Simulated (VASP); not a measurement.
The system is TiCo.

```xyz
2
Lattice="2.9861 0.0000 0.0000 0.0000 2.9861 0.0000 0.0000 0.0000 2.9861" Properties=species:S:1:pos:R:3 pbc="T T T"
Co    1.4931    1.4931    1.4931
Ti    0.0000    0.0000    0.0000
```

* Program: VASP 6.6.1
* Task: relaxation of cell and atoms
* Functional: PBE
* Dispersion: D4
* Potentials or basis: VASP PAW PBE potentials, release 64 (Co, Ti_sv)
* Cutoff: 600 eV
* k mesh: 9 × 9 × 9
* Occupations: fermi-dirac, width 0.05 eV
* Spin: collinear spin, ferromagnetic start
* Starting moments: [2.0, 1.0] μB

At the start: pressure -4.7 GPa; volume 13.31 Å³/atom.

Q: How do energy, volume and symmetry change on relaxing?

A: Over 3 steps the energy falls by 5.9 meV/atom and the volume is 12.92 Å³/atom (-2.9 %); space group Pm-3m (No. 221, to 0.05 Å); moment 0.73 μB per cell.

The path:
```csv
step,energy change (eV),largest force (eV/Å),pressure (GPa),volume (Å³)
1,0.0000,0.0000,-4.75,26.63
2,-0.0007,0.0000,5.25,25.13
3,-0.0118,0.0000,0.14,25.85
```

Final structure:
```xyz
2
Lattice="2.9567 0.0000 0.0000 0.0000 2.9567 0.0000 0.0000 0.0000 2.9567" Properties=species:S:1:pos:R:3 pbc="T T T"
Co    1.4784    1.4784    1.4784
Ti    0.0000    0.0000    0.0000
```

Caveat: pairwise dispersion overbinds metals, which lowers pressure and volume.
